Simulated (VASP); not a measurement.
A run of VASP 6.6.1:

Contents of POSCAR:

```
O
1.0
    1.7814900168      0.0000000000      0.0000000000
    0.0000000000      1.7814900168      0.0000000000
    0.0000000000      0.0000000000      3.0631941011
O
1
Direct
    0.0000000000      0.0000000000      0.0000000000
```

The input INCAR.step1:

```
SYSTEM = O
PREC = Accurate
ENCUT = 660
ISMEAR = -1
SIGMA = 0.1
LREAL = .FALSE.
LASPH = .TRUE.
NELM = 120
NBANDS = 9
GGA = PE
ALGO = Normal
EDIFF = 1E-5
LWAVE = .TRUE.
LCHARG = .FALSE.
GGA_COMPAT = .FALSE.
```

The input INCAR.step2:

```
SYSTEM = O
PREC = Accurate
ENCUT = 660
EDIFF = 1E-6
ISMEAR = -1
SIGMA = 0.1
LREAL = .FALSE.
LASPH = .TRUE.
NELM = 120
ALGO = Normal
ISIF = 2
LWAVE = .FALSE.
LCHARG = .FALSE.
METAGGA = R2SCAN
LMIXTAU = .TRUE.
NBANDS = 9
ISTART = 1
GGA_COMPAT = .FALSE.
```

File KPOINTS:

```
Automatic mesh
0
G
  13 13 8
  0 0 0
```

Potentials or basis: VASP PAW PBE potentials, release 64 (O).

Run with:

```console
$ cat potpaw_PBE.64/O/POTCAR > POTCAR
$ cp INCAR.step1 INCAR
$ mpirun -np 1 vasp_std > vasp.out
$ cp INCAR.step2 INCAR
$ mpirun -np 1 vasp_std > vasp.out
```

Hardware: 1 thread of Intel Xeon 8259CL (shared host).

Question: How long does it take, and how much memory?

Answer: Wall time 57 s on 1 thread of Intel Xeon 8259CL (shared host), peak memory 0.1 GiB. Counts: k points 140.
